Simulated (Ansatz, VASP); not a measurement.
Given: the input of a run of VASP 6.6.1 on BP.

The input INCAR:

```
SYSTEM = BP
  PREC = Accurate
  ENCUT = 520
  EDIFF = 1E-7
  ISMEAR = -1
  SIGMA = 0.05
  LREAL = .False.
  LASPH = .True.
  NELM = 100
  ALGO = Normal
  ISIF = 2
  LWAVE = .False.
  LCHARG = .False.
  GGA = B5
  ALDAX = 1.0
  AGGAX = 1.0
  AGGAC = 1.0
  ALDAC = 0.0
  IVDW = 13
  VDW_S6 = 1.0
  VDW_S8 = 2.34076671
  VDW_A1 = 0.44488865
  VDW_A2 = 4.0933009
  NBANDS = 11
```

The input KPOINTS:

```
regular mesh
0
Gamma
  10 10 10
  0 0 0
```

File POSCAR:

```
BP
1.0
    0.0000000000      2.2383340787      2.2383340787
    2.2383340787      0.0000000000      2.2383340787
    2.2383340787      2.2383340787      0.0000000000
P B
1 1
Direct
    0.7500000000      0.7500000000      0.7500000000
    0.0000000000      0.0000000000      0.0000000000
```

Potentials or basis: VASP PAW PBE potentials, release 64 (P, B).

Run with:

```sh
$ cat potpaw_PBE.64/P/POTCAR potpaw_PBE.64/B/POTCAR > POTCAR
$ mpirun -np 1 vasp_std > vasp.out
```

Problem. Set up the same calculation for Ansatz 0.2.0. Potentials there: Ansatz PAW.

Solution. As run (the cutoff follows the program's own potentials):

input.yaml

```yaml
crystal:
  lattice:
    - [0.0, 2.2383340787, 2.2383340787]
    - [2.2383340787, 0.0, 2.2383340787]
    - [2.2383340787, 2.2383340787, 0.0]
  atoms:
    - { symbol: P, position: [0.75, 0.75, 0.75] }
    - { symbol: B, position: [0.0, 0.0, 0.0] }
hamiltonian:
  xc: blyp
  pseudopotentials: { kind: paw }
  dispersion: d4
kpoints:
  mp_grid: { grid: [10, 10, 10] }
scf:
  occupations: { method: fermi_dirac, width: 0.05 }
output:
  forces: true
  stress: true
  eigenvalues: true
```

Potentials or basis: Ansatz PAW.

Launch:

```console
$ ansatz run input.yaml --threads 2 --pin off --max-ram 5120MiB --backend cpu --events-out ev --progress --plain --runs-dir out
```

Both were run:

|  | VASP | Ansatz | Ansatz less VASP |
| --- | --- | --- | --- |
| gap on the k mesh at the Fermi level (eV) | 1.49 | 1.46 | -0.026 |
| least direct gap on the mesh (eV) | 3.65 | 3.62 | -0.032 |
| pressure (GPa) | 2.6 | 2.8 | +0.20 |

VASP's potentials were made for PBE, not for BLYP.
